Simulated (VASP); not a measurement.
# Mg (P6/mmm) in VASP: notebook

The runs below take Mg through single point, with PBE, LDA, PBEsol.

Program: VASP 6.6.1. These are calculated values, not measurements. Logs are shortened: lines on timing, memory, paths and dates and some standing lists are left out, and cuts for length are marked.

### Step 1. The cell of the first run

The structure is hexagonal, space group P6/mmm (No. 191). The conventional cell has a = 3.050 Å, b = 3.050 Å, c = 3.045 Å, α = 90.00°, β = 90.00°, γ = 120.00°. Mg (site symmetry 6/mmm) has 8 Mg at 3.04 to 3.05 Å within 4.0 Å.

### Step 2. Single point, PBE, collinear spin, ferromagnetic start

Input file INCAR:

```
SYSTEM = Mg
PREC     = Accurate       ! precision mode
ENCUT    = 600            ! plane-wave cutoff, eV
EDIFF    = 1E-6           ! SCF threshold, eV
ISMEAR   = 0              ! smearing method
SIGMA    = 0.1            ! smearing width, eV
LREAL    = .False.        ! projectors in reciprocal space
LASPH    = .True.         ! aspherical terms in the spheres
NELM     = 200            ! most SCF steps
ALGO     = Normal         ! electronic algorithm
ISIF     = 2              ! what is computed and relaxed
LWAVE    = .False.        ! write WAVECAR
LCHARG   = .True.         ! write CHGCAR
ISPIN    = 2              ! spin polarisation
MAGMOM   = 0.35           ! initial moments
LORBIT   = 11             ! projections on sites
GGA      = PE             ! functional
LELF     = .True.         ! ELF
LVHAR    = .True.       
NBANDS   = 11             ! bands
GGA_COMPAT= .False.
```

Input file KPOINTS:

```
Automatic mesh
0
Gamma
  3 3 2
  0 0 0
```

Input file POSCAR:

```
Mg
1.0
    3.0502998005      0.0000000000      0.0000000000
   -1.5251499003      2.6416371164      0.0000000000
    0.0000000000      0.0000000000      3.0448375700
Mg
1
Direct
    0.0447179663      0.0382304737      0.0219503722
```

Potentials or basis: VASP PAW PBE potentials, release 64 (Mg).

On the command line:

```console
cat potpaw_PBE.64/Mg/POTCAR > POTCAR
mpirun -np 1 vasp_std > vasp.out
```

OUTCAR:

```text
SYSTEM = Mg
   PREC = Accurate
   ENCUT = 600
   EDIFF = 1E-6
   ISMEAR = 0
   LREAL = .False.
   LASPH = .True.
   NELM = 200
   ISIF = 2
   ISPIN = 2
   LORBIT = 11
   GGA = PE

 ion  position               nearest neighbor table
   1  0.045  0.038  0.022-

  LATTYP: Found a hexagonal cell.
 ALAT       =     3.0502998005
 C/A-ratio  =     0.9982092808

  Lattice vectors:

 A1 = (   3.0502998005,   0.0000000000,   0.0000000000)
 A2 = (  -1.5251499003,   2.6416371164,   0.0000000000)
 A3 = (   0.0000000000,   0.0000000000,   3.0448375700)

Analysis of symmetry for initial positions (statically):
=====================================================================
 Subroutine PRICEL returns:
 Original cell was already a primitive cell.

 Routine SETGRP: Setting up the symmetry group for a
 hexagonal supercell.

 Subroutine GETGRP returns: Found 24 space group operations
 (whereof  1 operations were pure point group operations)
 out of a pool of 24 trial point group operations.

The static configuration has the point symmetry C_1 .
 The point group associated with its full space group is D_6h.

Analysis of symmetry for dynamics (positions and initial velocities):
=====================================================================
 Subroutine PRICEL returns:
 Original cell was already a primitive cell.

 Routine SETGRP: Setting up the symmetry group for a
 hexagonal supercell.

 Subroutine GETGRP returns: Found 24 space group operations
 (whereof  1 operations were pure point group operations)
 out of a pool of 24 trial point group operations.

The dynamic configuration has the point symmetry C_1 .
 The point group associated with its full space group is D_6h.

Analysis of structural, dynamic, and magnetic symmetry:
=====================================================================
 Subroutine PRICEL returns:
 Original cell was already a primitive cell.

 Routine SETGRP: Setting up the symmetry group for a
 hexagonal supercell.

 Subroutine GETGRP returns: Found 24 space group operations
 (whereof  1 operations were pure point group operations)
 out of a pool of 24 trial point group operations.

The overall configuration has the point symmetry C_1 .
 The point group associated with its full space group is D_6h.

 Subroutine INISYM returns: Found 24 space group operations
 (whereof  1 operations are pure point group operations),
 and found     1 'primitive' translations

----------------------------------------------------------------------------------------

                                     Primitive cell

  volume of cell :      24.5346

  direct lattice vectors                    reciprocal lattice vectors
     3.050299800  0.000000000  0.000000000     0.327836628  0.189276565  0.000000000
    -1.525149900  2.641637116  0.000000000     0.000000000  0.378553130  0.000000000
     0.000000000  0.000000000  3.044837570     0.000000000  0.000000000  0.328424744

  length of vectors
     3.050299800  3.050299801  3.044837570     0.378553130  0.378553130  0.328424744

  position of ions in fractional coordinates (direct lattice)
     0.044717966  0.038230474  0.021950372

  ion indices of the primitive-cell ions
   primitive index   ion index
                 1           1

----------------------------------------------------------------------------------------

 KPOINTS: Automatic mesh

Automatic generation of k-mesh.
 Grid dimensions read from file:
 generate k-points for:    3    3    2

 Generating k-lattice:

  Cartesian coordinates                     Fractional coordinates (reciprocal lattice)
     0.109278876  0.063092188  0.000000000     0.333333333  0.000000000  0.000000000
     0.000000000  0.126184377  0.000000000     0.000000000  0.333333333  0.000000000
     0.000000000  0.000000000  0.164212372     0.000000000  0.000000000  0.500000000

  Length of vectors
     0.126184377  0.126184377  0.164212372

  Shift w.r.t. Gamma in fractional coordinates (k-lattice)
     0.000000000  0.000000000  0.000000000

 Subroutine IBZKPT returns following result:
 ===========================================

 Found      6 irreducible k-points:

 Following reciprocal coordinates:
            Coordinates               Weight
  0.000000  0.000000  0.000000      1.000000
  0.333333  0.000000  0.000000      6.000000
  0.333333  0.333333  0.000000      2.000000
  0.000000  0.000000  0.500000      1.000000
  0.333333  0.000000  0.500000      6.000000
  0.333333  0.333333  0.500000      2.000000
   k-points           NKPTS =      6   k-points in BZ     NKDIM =      6   number of bands    NBANDS=     11
   number of dos      NEDOS =    301   number of ions     NIONS =      1
   total plane-waves  NPLWV =  13824
   dimension x,y,z NGX =    24 NGY =   24 NGZ =   24
   dimension x,y,z NGXF=    48 NGYF=   48 NGZF=   48
   ions per type =               1
   NGX,Y,Z   is equivalent  to a cutoff of  13.08, 13.08, 13.10 a.u.
   NGXF,Y,Z  is equivalent  to a cutoff of  26.16, 26.16, 26.21 a.u.
 SYSTEM =  Mg
   PREC   = accura    normal or accurate (medium, high low for compatibility)
   ISTART =      0    job   : 0-new  1-cont  2-samecut
   ICHARG =      2    charge: 1-file 2-atom 10-const
   ISPIN  =      2    spin polarized calculation?
   LNONCOLLINEAR =      F non collinear calculations
   LSORBIT =      F    spin-orbit coupling
   LASPH  =      T    aspherical Exc in radial PAW
   ENCUT  =  600.0 eV  44.10 Ry    6.64 a.u.   6.09  6.09  6.08*2*pi/ulx,y,z
   NELM   =    200;   NELMIN=  2; NELMDL= -5     # of ELM steps
   EDIFF  = 0.1E-05   stopping-criterion for ELM
   LREAL  =      F    real-space projection
   EDIFFG = 0.1E-04   stopping-criterion for IOM
   NSW    =      0    number of steps for IOM
   IBRION =     -1    ionic relax: 0-MD 1-quasi-New 2-CG
   NFREE  =      0    steps in history (QN), initial steepest desc. (CG)
   ISIF   =      2    stress and relaxation
   ISYM   =      2    0-nonsym 1-usesym 2-fastsym
   POTIM  = 0.5000    time-step for ionic-motion
   TEBEG  =    0.0;   TEEND  =   0.0 temperature during run
   PSTRESS=    0.0 pullay stress
   NELECT =       2.0000    total number of electrons
   NUPDOWN=      -1.0000    fix difference up-down
   EMIN   =  10.00;   EMAX   =-10.00  energy-range for DOS
   EFERMI =   0.00;   METHOD = LEGACY
   ISMEAR =     0;   SIGMA  =   0.10  broadening in eV -4-tet -1-fermi 0-gaus
   EFERMI_NEDOS =   21; number of points for ismear=-14 and -15
   IALGO  =     38    algorithm
   IMIX   =      4    mixing-type and parameters
     AMIX     =   0.40;   BMIX     =  1.00
     AMIX_MAG =   1.60;   BMIX_MAG =  1.00
  volume/ion in A,a.u.               =      24.53       165.57
  Fermi-wavevector in a.u.,A,eV,Ry     =   0.709836  1.341396  6.855535  0.503868
  Thomas-Fermi vector in A             =   1.796524
   LORBIT       =     11    0 simple, 1 ext, 2 COOP (PROOUT), +10 PAW based schemes
   GGA     = PE    functional components
   LHFCALC =     F    Hartree Fock is set to
   AEXX    =    0.0000 exact exchange contribution
   IVDW    =     0    specifies the selected vdW correction
   LEPSILON=     F    determine dielectric tensor
   LRPA    =     F    only Hartree local field effects (RPA)
 spin polarized calculation
 Gauss-broadening in eV      SIGMA  =   0.10
  energy-cutoff  :      600.00
  volume of cell :       24.53
 maximum number of plane-waves:       834
   NGX = 13   NGY = 13   NGZ = 13

 number of electron       2.0000000 magnetization       0.3334050

 Free energy of the ion-electron system (eV)
  ---------------------------------------------------
  ext. energy  EPLUGINS =         0.00000000
  ---------------------------------------------------
  free energy    TOTEN  =        -0.75185537 eV

  energy without entropy =       -0.75182064  energy(sigma->0) =       -0.75183801

 E-fermi :   1.9593     XC(G=0):  -8.1857

 val. band max:        1.7000961312   @ k =   0.3333   0.0000   0.5000
 cond. band min:       2.2027735705   @ k =   0.3333   0.3333   0.0000
 fundamental gap:      0.5026774393
 Fermi energy:         1.9592814732

 spin component 1

 k-point     1 :       0.0000    0.0000    0.0000
  band No.  band energies     occupation
      1      -4.5837      1.00000
      2      10.0202      0.00000
      3      10.8432      0.00000
      4      14.7669      0.00000
      5      14.7669      0.00000
      6      15.7156      0.00000
      7      15.7156      0.00000
      8      17.0781      0.00000
      9      19.6824      0.00000
     10      26.0723      0.00000
     11      26.0723      0.00000

 k-point     2 :       0.3333    0.0000    0.0000
  band No.  band energies     occupation
      1      -2.2084      1.00000
      2       4.6311      0.00000
      3      10.5225      0.00000
      4      11.2067      0.00000
      5      12.8479      0.00000
      6      15.0147      0.00000
      7      18.9889      0.00000
      8      21.1845      0.00000
      9      23.2554      0.00000
     10      23.5863      0.00000
     11      25.4629      0.00000
[... 43 lines left out ...]
 k-point     6 :       0.3333    0.3333    0.5000
  band No.  band energies     occupation
      1       5.4204      0.00000
      2       5.4204      0.00000
      3       5.4439      0.00000
      4       6.6126      0.00000
      5       6.6126      0.00000
      6       8.8142      0.00000
      7      24.5643      0.00000
      8      24.5643      0.00000
      9      26.4559      0.00000
     10      26.4559      0.00000
     11      26.7215      0.00000
 Fermi energy:         1.9592814732

 spin component 2

 k-point     1 :       0.0000    0.0000    0.0000
  band No.  band energies     occupation
      1      -4.0448      1.00000
      2      10.7521      0.00000
      3      11.1994      0.00000
      4      15.0485      0.00000
      5      15.0485      0.00000
      6      16.2771      0.00000
      7      16.2771      0.00000
      8      17.4203      0.00000
      9      20.6646      0.00000
     10      26.3590      0.00000
     11      26.3590      0.00000

 k-point     2 :       0.3333    0.0000    0.0000
  band No.  band energies     occupation
      1      -1.6729      1.00000
      2       5.1563      0.00000
      3      11.1008      0.00000
      4      11.6792      0.00000
      5      13.1968      0.00000
      6      15.7572      0.00000
      7      19.3206      0.00000
      8      21.9003      0.00000
      9      23.5940      0.00000
     10      23.8958      0.00000
     11      26.1940      0.00000
[... 43 lines left out ...]
 k-point     6 :       0.3333    0.3333    0.5000
  band No.  band energies     occupation
      1       5.3863      0.00000
      2       5.3863      0.00000
      3       6.6134      0.00000
      4       7.6529      0.00000
      5       7.6529      0.00000
      6       8.8866      0.00000
      7      24.5602      0.00000
      8      24.5602      0.00000
      9      26.8303      0.00000
     10      27.4164      0.00000
     11      27.4164      0.00000

------------------------ aborting loop because EDIFF is reached ----------------------------------------

  FORCE on cell =-STRESS in cart. coord.  units (eV):
  Direction    XX          YY          ZZ          XY          YZ          ZX
  --------------------------------------------------------------------------------------
  -------------------------------------------------------------------------------------
  Total       -1.2194960     -1.2194960      4.9992147      0.0000000      0.0000000      0.0000000
  in kB      -79.6363135    -79.6363135    326.4619408      0.0000000      0.0000000      0.0000000
  external PRESSURE =      55.7297713 kB  Pullay stress =       0.0000000 kB

 VOLUME and BASIS-vectors are now :
 -----------------------------------------------------------------------------
  energy-cutoff  :      600.00
  volume of cell :       24.53
      direct lattice vectors                 reciprocal lattice vectors
     3.050299800  0.000000000  0.000000000     0.327836628  0.189276565  0.000000000
    -1.525149900  2.641637116  0.000000000     0.000000000  0.378553130  0.000000000
     0.000000000  0.000000000  3.044837570     0.000000000  0.000000000  0.328424744

 POSITION                                       TOTAL-FORCE (eV/Angst)
 -----------------------------------------------------------------------------------
      0.07810      0.10099      0.06684        -0.000000      0.000000      0.000000
 -----------------------------------------------------------------------------------
    total drift:                               -0.000000      0.000000     -0.000000

  FREE ENERGIE OF THE ION-ELECTRON SYSTEM (eV)
  ---------------------------------------------------
  free  energy   TOTEN  =        -0.7518553734 eV

  energy  without entropy=       -0.7518206421  energy(sigma->0) =       -0.75183801

 total charge

# of ion       s       p       d       tot
------------------------------------------
    1        0.246   0.116   0.011   0.373

 magnetization (x)

# of ion       s       p       d       tot
------------------------------------------
    1       -0.002   0.031   0.004   0.033
```

Wall time 4.2 s (1 thread of AMD EPYC 7R13 (Zen 3), shared host); peak memory 0.11 GiB.

What came out:

* Free energy: -0.7519 eV
* Pressure: 5.6 GPa
* Net moment: 0.33 μB per cell
* Site moments: Mg +0.03 μB
* Valence electrons inside the program's atomic spheres: Mg 0.37

Stress tensor (GPa, compression positive):
```
-7.96  0.00  0.00
 0.00 -7.96  0.00
 0.00  0.00 32.65
```

Levels at points of the mesh, in eV from the Fermi level:
Spin up:
```
           k point  band 1  band 2  band 3  band 4  band 5  band 6
(0.00, 0.00, 0.00)   -6.54    8.06    8.88   12.81   12.81   13.76
(0.00, 0.00, 0.50)   -2.58   -2.53   15.16   15.16   16.06   16.06
```
Spin down:
```
           k point  band 1  band 2  band 3  band 4  band 5
(0.00, 0.00, 0.00)   -6.00    8.79    9.24   13.09   13.09
(0.00, 0.00, 0.50)   -2.59   -1.41   15.11   15.11   17.03
```

Caveat: the k points lie up to 1.03 Å⁻¹ apart.

### Step 3. Single point, PBE

Input file INCAR:

```
ALGO = Normal
EDIFF = 1E-6
ENCUT = 600
GGA = PE
GGA_COMPAT = False
ISIF = 2
ISMEAR = 0
ISYM = 0
LASPH = True
LCHARG = False
LREAL = False
LWAVE = False
NBANDS = 7
NELM = 120
PREC = Accurate
SIGMA = 0.1
```

Input file KPOINTS:

```
Automatic mesh
0
Gamma
  4 5 4
  0.25 0.25 0.25
```

Changes to POSCAR since step 2:

```diff
@@ -8,2 +8,2 @@
 Direct
-    0.0447179663      0.0382304737      0.0219503722
+    0.0000000000      0.0000000000      0.0000000000
```

Potentials or basis: VASP PAW PBE potentials, release 64 (Mg).

On the command line:

```console
cat potpaw_PBE.64/Mg/POTCAR > POTCAR
mpirun -np 1 vasp_std > vasp.out
```

Wall time 6.3 s (1 thread of AMD EPYC 7R13 (Zen 3), shared host); peak memory 0.11 GiB.

Results (log left out):

- Free energy: -1.2772 eV
- Pressure: 1.3 GPa
- Band gap on the k mesh: zero (band 1 reaches 3.62 eV, above the bottom of band 2 at 0.88 eV)

Stress tensor (GPa, compression positive):
```
 0.60  1.50  0.05
 1.50  3.37  0.53
 0.05  0.53 -0.13
```

Levels at points of the mesh, in eV from the Fermi level:
```tsv
k point	band 1	band 2	band 3	band 4	band 5	band 6
(0.06, 0.05, 0.06)	-6.30	6.85	9.99	10.30	11.55	14.18
```

Caveat: the k points lie up to 0.59 Å⁻¹ apart.

[end of part 1 of 2]
